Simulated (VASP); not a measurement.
Here is a VASP 6.6.1 calculation.

File INCAR:

```
ALGO = Normal
EDIFF = 1E-7
ENCUT = 520
GGA = PE
ISIF = 2
ISMEAR = 0
LASPH = True
LCHARG = False
LREAL = False
LWAVE = False
NBANDS = 46
NELM = 80
PREC = Accurate
SIGMA = 0.1
```

Contents of KPOINTS:

```
k-points
0
Gamma
  4 4 4
```

File POSCAR:

```
SrOs
1.0
    5.7352245089      0.0000000000      0.0000000000
    0.0000000000      5.7352245089      0.0000000000
    0.0000000000      0.0000000000      5.7352245089
Sr Os
4 4
Direct
    0.1579628520      0.1579628520      0.1579628520
    0.3420371480      0.8420371480      0.6579628520
    0.6579628520      0.3420371480      0.8420371480
    0.8420371480      0.6579628520      0.3420371480
    0.8539424463      0.8539424463      0.8539424463
    0.6460575537      0.1460575537      0.3539424463
    0.3539424463      0.6460575537      0.1460575537
    0.1460575537      0.3539424463      0.6460575537
```

Potentials or basis: VASP PAW PBE potentials, release 64 (Sr_sv, Os).

The run is started by

```bash
$ cat potpaw_PBE.64/Sr_sv/POTCAR potpaw_PBE.64/Os/POTCAR > POTCAR
$ mpirun -np 1 vasp_std > vasp.out
```

Predict the largest force.

0.026 eV/Å.

Estimate the pressure.

0.5 GPa.

Estimate the band gap on the k mesh.

zero (bands 36 and 37 overlap by 0.06 eV).

Forces in eV/Å, atoms in the order of the input:
```
Sr  -0.010 -0.010 -0.010
Sr   0.010  0.010 -0.010
Sr  -0.010  0.010  0.010
Sr   0.010 -0.010  0.010
Os  -0.015 -0.015 -0.015
Os   0.015  0.015 -0.015
Os  -0.015  0.015  0.015
Os   0.015 -0.015  0.015
```

Caveat: spin-orbit coupling is left out, which moves the levels of the heavy elements.
